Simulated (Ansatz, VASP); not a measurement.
# Two plane-wave programs on ZnO

```
CELL_PARAMETERS angstrom
3.12543 0.00000 0.00000
-1.56272 2.70671 0.00000
0.00000 0.00000 5.21846
ATOMIC_POSITIONS crystal
Zn 0.00000 0.00000 0.00714
Zn 0.33333 0.66667 0.50714
O 0.00000 0.00000 0.36786
O 0.33333 0.66667 0.86786
```

Alike in both runs: task relaxation of cell and atoms; functional PBE; k mesh 6 × 6 × 4; occupations gaussian, width 0.1 eV; no spin polarisation.

|  | VASP | Ansatz |
| --- | --- | --- |
| version | VASP 6.6.1 | Ansatz 0.2.0 |
| potentials or method | VASP PAW PBE potentials, release 64 (Zn, O), cutoff 600 eV | scalar-relativistic, plane waves, PAW |
| valence electrons in the cell | 36 | 36 |

|  | VASP | Ansatz | Ansatz less VASP |
| --- | --- | --- | --- |
| gap on the k mesh at the Fermi level, each at its own relaxed structure (eV) | 0.72 | 0.75 | +0.024 |
| relaxed volume (Å³/atom) | 12.37 | 12.32 | -0.047 |
| relaxed cell length with the largest relative difference (Å) | 5.299 | 5.288 | -0.0112 |

Ansatz's warnings: structure snapped to symmetry.
